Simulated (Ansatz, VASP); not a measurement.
## One calculation of ZnS, two programs

```
CELL_PARAMETERS angstrom
3.81100 0.00000 0.00000
-1.90550 3.30042 0.00000
0.00000 0.00000 6.23400
ATOMIC_POSITIONS crystal
Zn 0.33333 0.66667 0.00000
Zn 0.66667 0.33333 0.50000
S 0.29012 0.64506 0.39245
S 0.62345 0.31173 0.89245
```

Change from the starting cell: all S atoms moved +0.150 Å, as atom 3 towards its neighbour atom 2 (Zn) at 2.314 Å.

Alike in both runs: task single point; functional r2SCAN; k mesh 6 × 6 × 4; occupations gaussian, width 0.05 eV; no spin polarisation.

```csv
,VASP,Ansatz
version,VASP 6.6.1,Ansatz 0.2.0
potentials or method,"VASP PAW PBE potentials, release 64 (Zn, S), cutoff 520 eV","scalar-relativistic, plane waves, PAW"
valence electrons in the cell,36,36
```

```tsv
	VASP	Ansatz	Ansatz less VASP
gap on the k mesh at the Fermi level (eV)	2.80	2.79	-0.009
least direct gap on the mesh (eV)	2.80	2.79	-0.009
pressure (GPa)	1.4	1.3	-0.08
traceless stress, the component that is largest in VASP (GPa)	-2.83	-2.79	+0.039
rms of the force components (eV/Å)	0.745	0.741	-0.0049
```

VASP's potentials were made for PBE, not for r2SCAN. Atom by atom the forces differ by 0.005 eV/Å (rms over components). The functional is the same, so the differences come from potentials, cutoffs and numerics.
